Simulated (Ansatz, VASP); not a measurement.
**Two plane-wave programs on Pt**

```xyz
1
Lattice="-0.2920 1.8397 1.8397 1.8397 -0.2920 1.8397 1.8397 1.8397 -0.2920" Properties=species:S:1:pos:R:3 pbc="T T T"
Pt    0.0000    0.0000    0.0000
```

Change from the starting cell: equal engineering shear yz, xz and xy -0.1500, equal normal strain along x, y and z +0.0200.

Alike in both runs: task single point; functional LDA; k mesh 20 × 20 × 20; occupations gaussian, width 0.15 eV; no spin polarisation.

|  | VASP | Ansatz |
| --- | --- | --- |
| version | VASP 6.6.1 | Ansatz 0.2.0 |
| potentials or method | VASP PAW LDA potentials, release 64 (Pt), cutoff 520 eV | scalar-relativistic, plane waves, PAW |
| valence electrons in the cell | 10 | 18 |

```csv
,VASP,Ansatz,Ansatz less VASP
gap on the k mesh at the Fermi level (eV),none,none,-
pressure (GPa),1.9,1.3,-0.64
"traceless stress, the component that is largest in VASP (GPa)",9.97,9.83,-0.140
```

Ansatz warns that its potentials were made for another functional, while VASP's fit it. LDA's correlation is that of Perdew and Zunger in VASP and of Perdew and Wang (1992) in Ansatz. A gap of «none» marks a metal or a gap that the smearing closes. VASP's potentials hold 10 valence electrons a cell and Ansatz's 18, so a difference there can come from the potentials and not from the codes.

Neither program's run includes spin-orbit coupling.
